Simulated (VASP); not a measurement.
# Os (P6_3/mmc) in VASP: single point with r2SCAN

Aim: the single point of Os with r2SCAN.

All numbers are computed with VASP 6.6.1; they aren't measurements. Logs are shortened: lines on timing, memory, paths and dates and some standing lists are left out, and cuts for length are marked.

## Step 1: The cell of the first run

It takes space group P6_3/mmc (No. 194, hexagonal). Conventional cell: a = 2.739 Å, b = 2.739 Å, c = 4.315 Å, α = 90.00°, β = 90.00°, γ = 120.00°. Within 3.5 Å of Os (site symmetry -6m2) lie 12 Os at 2.67 to 2.74 Å.

## Step 2: Single point, r2SCAN

File POSCAR:

```
Os
1.0
    2.7389629409     -0.0000002899      0.0000000000
   -1.3694812194      2.3720116318      0.0000000000
    0.0000000000      0.0000000000      4.3148333769
Os
2
Direct
    0.3333333333      0.6666666667      0.2500000000
    0.6666666667      0.3333333333      0.7500000000
```

File INCAR.step1:

```
SYSTEM = Os
PREC = Accurate
ENCUT = 620
ISMEAR = -1
SIGMA = 0.0286
LREAL = .False.
LASPH = .True.
NELM = 120
NBANDS = 23
GGA = PE
ALGO = Normal
EDIFF = 1E-5
LWAVE = .True.
LCHARG = .False.
GGA_COMPAT = .False.
```

File INCAR.step2:

```
SYSTEM = Os
PREC = Accurate
ENCUT = 620
EDIFF = 1E-6
ISMEAR = -1
SIGMA = 0.0286
LREAL = .False.
LASPH = .True.
NELM = 120
ALGO = Normal
ISIF = 2
LWAVE = .False.
LCHARG = .False.
METAGGA = R2SCAN
LMIXTAU = .True.
NBANDS = 23
ISTART = 1
GGA_COMPAT = .False.
```

File KPOINTS:

```
Automatic mesh
0
Gamma
  14 14 8
  0 0 0
```

Potentials or basis: VASP PAW PBE potentials, release 64 (Os_sv_GW).

The run is started by

```bash
$ cat potpaw_PBE.64/Os_sv_GW/POTCAR > POTCAR
$ cp INCAR.step1 INCAR
$ mpirun -np 1 vasp_std > vasp.out
$ cp INCAR.step2 INCAR
$ mpirun -np 1 vasp_std > vasp.out
```

OUTCAR:

```text
SYSTEM = Os
   PREC = Accurate
   ENCUT = 620
   EDIFF = 1E-6
   ISMEAR = -1
   LREAL = .False.
   LASPH = .True.
   NELM = 120
   ISIF = 2
   METAGGA = R2SCAN
   ISTART = 1

 ion  position               nearest neighbor table
   1  0.333  0.667  0.250-   2 2.67   2 2.67   2 2.67   2 2.67   2 2.67   2 2.67
   2  0.667  0.333  0.750-   1 2.67   1 2.67   1 2.67   1 2.67   1 2.67   1 2.67

  LATTYP: Found a hexagonal cell.
 ALAT       =     2.7389629409
 C/A-ratio  =     1.5753529602

  Lattice vectors:

 A1 = (   2.7389629409,  -0.0000002899,   0.0000000000)
 A2 = (  -1.3694812194,   2.3720116318,   0.0000000000)
 A3 = (   0.0000000000,   0.0000000000,   4.3148333769)

Analysis of symmetry for initial positions (statically):
=====================================================================
 Subroutine PRICEL returns:
 Original cell was already a primitive cell.

 Routine SETGRP: Setting up the symmetry group for a
 hexagonal supercell.

 Subroutine GETGRP returns: Found 24 space group operations
 (whereof 12 operations were pure point group operations)
 out of a pool of 24 trial point group operations.

The static configuration has the point symmetry D_3d.
 The point group associated with its full space group is D_6h.

Analysis of symmetry for dynamics (positions and initial velocities):
=====================================================================
 Subroutine PRICEL returns:
 Original cell was already a primitive cell.

 Routine SETGRP: Setting up the symmetry group for a
 hexagonal supercell.

 Subroutine GETGRP returns: Found 24 space group operations
 (whereof 12 operations were pure point group operations)
 out of a pool of 24 trial point group operations.

The dynamic configuration has the point symmetry D_3d.
 The point group associated with its full space group is D_6h.

 Subroutine INISYM returns: Found 24 space group operations
 (whereof 12 operations are pure point group operations),
 and found     1 'primitive' translations

----------------------------------------------------------------------------------------

                                     Primitive cell

  volume of cell :      28.0328

  direct lattice vectors                    reciprocal lattice vectors
     2.738962941 -0.000000290  0.000000000     0.365101713  0.210791521  0.000000000
[... 75 lines left out ...]
   NGXF,Y,Z  is equivalent  to a cutoff of  29.13, 29.13, 27.74 a.u.
 SYSTEM =  Os
   PREC   = accura    normal or accurate (medium, high low for compatibility)
   ISTART =      1    job   : 0-new  1-cont  2-samecut
   ICHARG =      0    charge: 1-file 2-atom 10-const
   ISPIN  =      1    spin polarized calculation?
   LNONCOLLINEAR =      F non collinear calculations
   LSORBIT =      F    spin-orbit coupling
   LASPH  =      T    aspherical Exc in radial PAW
   ENCUT  =  620.0 eV  45.57 Ry    6.75 a.u.   5.56  5.56  8.76*2*pi/ulx,y,z
   NELM   =    120;   NELMIN=  2; NELMDL=  0     # of ELM steps
   EDIFF  = 0.1E-05   stopping-criterion for ELM
   LREAL  =      F    real-space projection
   EDIFFG = 0.1E-04   stopping-criterion for IOM
   NSW    =      0    number of steps for IOM
   IBRION =     -1    ionic relax: 0-MD 1-quasi-New 2-CG
   NFREE  =      0    steps in history (QN), initial steepest desc. (CG)
   ISIF   =      2    stress and relaxation
   ISYM   =      2    0-nonsym 1-usesym 2-fastsym
   POTIM  = 0.5000    time-step for ionic-motion
   TEBEG  =    0.0;   TEEND  =   0.0 temperature during run
   PSTRESS=    0.0 pullay stress
   NELECT =      32.0000    total number of electrons
   NUPDOWN=      -1.0000    fix difference up-down
   EMIN   =  10.00;   EMAX   =-10.00  energy-range for DOS
   EFERMI =   0.00;   METHOD = LEGACY
   ISMEAR =    -1;   SIGMA  =   0.03  broadening in eV -4-tet -1-fermi 0-gaus
   EFERMI_NEDOS =   21; number of points for ismear=-14 and -15
   IALGO  =     38    algorithm
   IMIX   =      4    mixing-type and parameters
     AMIX     =   0.40;   BMIX     =  1.00
     AMIX_MAG =   1.60;   BMIX_MAG =  1.00
  volume/ion in A,a.u.               =      14.02        94.59
  Fermi-wavevector in a.u.,A,eV,Ry     =   1.710944  3.233216 39.828741  2.927330
  Thomas-Fermi vector in A             =   2.789150
   LORBIT       =      0    0 simple, 1 ext, 2 COOP (PROOUT), +10 PAW based schemes
   METAGGA = R2SCAN    functional components
   LHFCALC =     F    Hartree Fock is set to
   AEXX    =    0.0000 exact exchange contribution
   IVDW    =     0    specifies the selected vdW correction
   LEPSILON=     F    determine dielectric tensor
   LRPA    =     F    only Hartree local field effects (RPA)
 non-spin polarized calculation
  energy-cutoff  :      620.00
  volume of cell :       28.03
 maximum number of plane-waves:      1014
 NGX is ok and might be reduce to    24
   NGX = 11   NGY = 11   NGZ = 17

 number of electron      32.0000000 magnetization

 Free energy of the ion-electron system (eV)
  ---------------------------------------------------
  ext. energy  EPLUGINS =         0.00000000
  ---------------------------------------------------
  free energy    TOTEN  =      -108.18133829 eV

  energy without entropy =     -108.17639018  energy(sigma->0) =     -108.17886424

 E-fermi :  13.5722     XC(G=0): -16.0086

 val. band max:       13.5711203509   @ k =   0.1429   0.0714   0.3750
 cond. band min:      13.5748749643   @ k =   0.0714   0.0714   0.3750
 fundamental gap:      0.0037546134
 Fermi energy:        13.5722078910

 k-point     1 :       0.0000    0.0000    0.0000
  band No.  band energies     occupation
      1     -75.2313      2.00000
      2     -75.0999      2.00000
      3     -34.6009      2.00000
      4     -33.6062      2.00000
      5     -33.6062      2.00000
      6     -33.4157      2.00000
[... 613 lines left out ...]
     22      27.1297      0.00000
     23      28.9208      0.00000

 [... further k-points ...]
[... 5 lines left out ...]
  --------------------------------------------------------------------------------------
  -------------------------------------------------------------------------------------
  Total       -0.1335107     -0.1335107     -0.1291274      0.0000000      0.0000000      0.0000000
  in kB       -7.6306159     -7.6306159     -7.3800967      0.0000000      0.0000000      0.0000000
  external PRESSURE =      -7.5471095 kB  Pullay stress =       0.0000000 kB

 VOLUME and BASIS-vectors are now :
 -----------------------------------------------------------------------------
  energy-cutoff  :      620.00
  volume of cell :       28.03
      direct lattice vectors                 reciprocal lattice vectors
     2.738962941 -0.000000290  0.000000000     0.365101713  0.210791521  0.000000000
    -1.369481219  2.372011632  0.000000000     0.000000045  0.421583119  0.000000000
     0.000000000  0.000000000  4.314833377     0.000000000  0.000000000  0.231758660

 POSITION                                       TOTAL-FORCE (eV/Angst)
 -----------------------------------------------------------------------------------
      0.00000      1.58134      1.07871         0.000000     -0.000000      0.000000
      1.36948      0.79067      3.23613        -0.000000      0.000000      0.000000
 -----------------------------------------------------------------------------------
    total drift:                               -0.000000      0.000000     -0.000000

  FREE ENERGIE OF THE ION-ELECTRON SYSTEM (eV)
  ---------------------------------------------------
  free  energy   TOTEN  =      -108.1813382947 eV

  energy  without entropy=     -108.1763901835  energy(sigma->0) =     -108.17886424
```

It took 2.1 min on 1 thread of Intel Xeon 6975P-C (Granite Rapids), shared host; peak memory 0.22 GiB.

Results:

```
Free energy            : -108.1813 eV
Pressure               : -0.8 GPa
Band gap on the k mesh : zero (bands 16 and 17 overlap by 3.91 eV)
```

Caveat: the PAW data sets were made with another functional, which shifts forces and pressure a little; spin-orbit coupling is left out, which moves the levels of the heavy elements.
